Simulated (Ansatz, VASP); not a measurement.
## SnSe2 in VASP and in Ansatz

INCAR

```
PREC = Accurate ; ENCUT = 520
EDIFF = 1E-7 ; ISMEAR = 0
SIGMA = 0.05 ; LREAL = F
LASPH = T ; NELM = 150
ALGO = Normal ; ISIF = 2
LWAVE = F ; LCHARG = F
MAGMOM = 0 0 0 0 0 0 0 0 0 ; LORBIT = 11
LSORBIT = T ; GGA_COMPAT = F
LORBMOM = T ; GGA = PS
NBANDS = 39
```

File KPOINTS:

```
Automatic mesh
0
Gamma
  6 6 4
```

Contents of POSCAR:

```
SnSe2
1.0
    3.7643020217      0.0000000001      0.0000000000
   -1.8821510110      3.2599811783      0.0000000000
    0.0000000000      0.0000000000      6.0385976841
Sn Se
1 2
Direct
    0.0000000000      0.0000000000      0.0000000000
    0.3333333333      0.6666666667      0.2592346922
    0.6666666667      0.3333333333      0.7407653078
```

Input for Ansatz:

```yaml
crystal:
  lattice:
    - [3.7643020217, 1.0e-10, 0.0]
    - [-1.882151011, 3.2599811783, 0.0]
    - [0.0, 0.0, 6.0385976841]
  atoms:
    - { symbol: Sn, position: [0.0, 0.0, 0.0] }
    - { symbol: Se, position: [0.3333333333, 0.6666666667, 0.2592346922] }
    - { symbol: Se, position: [0.6666666667, 0.3333333333, 0.7407653078] }
basis:
  ecutwfc: 420
  ecutrho_ratio: 4
kpoints:
  mp_grid: { grid: [6, 6, 4] }
hamiltonian:
  xc: pbesol
scf:
  occupations: { method: gaussian, width: 0.05 }
output:
  forces: true
  stress: true
  eigenvalues: true
  populations: true
  topological_invariants: true
magnetization:
  noncollinear: true
  spin_orbit: true
```

Alike in both runs: task single point; functional PBEsol; k mesh 6 × 6 × 4; occupations gaussian, width 0.05 eV; non-collinear spin, spin-orbit coupling.

|  | VASP | Ansatz |
| --- | --- | --- |
| version | VASP 6.6.1 | Ansatz 0.2.0 |
| potentials or method | VASP PAW PBE potentials, release 64 (Sn_d, Se), cutoff 520 eV | plane waves, PAW |
| valence electrons in the cell | 26 | 46 |

VASP gave:

```
pressure (GPa)                                                : 3.4
traceless stress, the component that is largest in VASP (GPa) : -0.17
rms of the force components (eV/Å)                            : 0.179
```

Which values does Ansatz return?

Pressure (GPa): 3.3; traceless stress, the component that is largest in VASP (GPa): -0.18; rms of the force components (eV/Å): 0.167.

VASP's potentials were made for PBE, not for PBEsol. Atom by atom the forces differ by 0.013 eV/Å (rms over components). VASP's potentials hold 26 valence electrons a cell and Ansatz's 46, so a difference there can come from the potentials and not from the codes.
